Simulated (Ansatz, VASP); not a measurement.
**One calculation of PbS, two programs**

```
CELL_PARAMETERS angstrom
4.16991 0.00000 0.00000
-2.08495 3.61125 0.00000
0.00000 0.00000 3.86246
ATOMIC_POSITIONS crystal
Pb 0.00000 0.00000 0.00000
S 0.66667 0.33333 0.50000
```

Alike in both runs: task single point; functional r2SCAN; k mesh 8 × 8 × 7; occupations fermi-dirac, width 0.05 eV; no spin polarisation.

|  | VASP | Ansatz |
| --- | --- | --- |
| version | VASP 6.6.1 | Ansatz 0.2.0 |
| potentials or method | VASP PAW PBE potentials, release 64 (Pb_d, S) | Ansatz PAW |
| plane-wave cutoff (eV) | 520 | 500 |
| valence electrons in the cell | 20 | 20 |

```csv
,VASP,Ansatz,Ansatz less VASP
gap on the k mesh at the Fermi level (eV),0.56,0.56,-0.005
least direct gap on the mesh (eV),1.90,1.90,-0.003
pressure (GPa),-3.6,-3.6,+0.02
"traceless stress, the component that is largest in VASP (GPa)",-0.56,-0.56,-0.005
```

VASP's potentials were made for PBE, not for r2SCAN. With one functional, cell and mesh, what is left measures potentials, basis and numerics.

Neither program's run includes spin-orbit coupling. Noted on Ansatz's run: odd divisions of the mesh miss points on the zone boundary, where band edges often lie, so the gap on the mesh can be too wide.
